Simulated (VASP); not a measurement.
Here is a VASP 6.6.1 calculation.

File INCAR:

```
SYSTEM = BN
  ALGO = Normal
  EDIFF = 1E-7
  ENCUT = 520
  GGA = PE
  ISIF = 2
  ISMEAR = 0
  IVDW = 12
  LASPH = .TRUE.
  LCHARG = .TRUE.
  LELF = .TRUE.
  LREAL = .FALSE.
  LVHAR = .TRUE.
  LWAVE = .FALSE.
  NBANDS = 16
  NELM = 80
  PREC = Accurate
  SIGMA = 0.05
```

Contents of KPOINTS:

```
k-points
0
G
  12 12 4
  0 0 0
```

POSCAR

```
BN
1.0
    2.5061233057      0.0000000000      0.0000000000
   -1.2530616528      2.1703664477      0.0000000000
    0.0000000000      0.0000000000      6.5973571420
B N
2 2
Direct
    0.0884643237      0.1769286474      0.5000000000
    0.3333333333      0.6666666667      0.0000000000
    0.0000000000      0.0000000000      0.0000000000
    0.6666666667      0.3333333333      0.5000000000
```

Potentials or basis: VASP PAW PBE potentials, release 64 (B, N).

Run with:

```bash
$ cat potpaw_PBE.64/B/POTCAR potpaw_PBE.64/N/POTCAR > POTCAR
$ mpirun -np 1 vasp_std > vasp.out
```

Q: Predict the dispersion energy per atom.

A: -0.142 eV.

Q: What does it give for the pressure?

A: 16.9 GPa.

Q: What does it give for the largest force?

A: 5.914 eV/Å.

Q: Predict the band gap on the k mesh.

A: 1.72 eV, indirect (least direct gap 3.18 eV).

Forces on the atoms (eV/Å):
```
B    0.000 -5.914  0.000
B    0.000  0.004  0.000
N    0.000  0.008  0.000
N    0.000  5.902  0.000
```

Caveat: the cell differs from its parent crystal (atom 1 (B) moved by +0.384 Å along [1 2 0] and +0.000 Å along [0 0 1]); forces of over 1 eV/Å act on the atoms, so gaps and moduli don't describe the material at rest. A k mesh can miss the band edges.
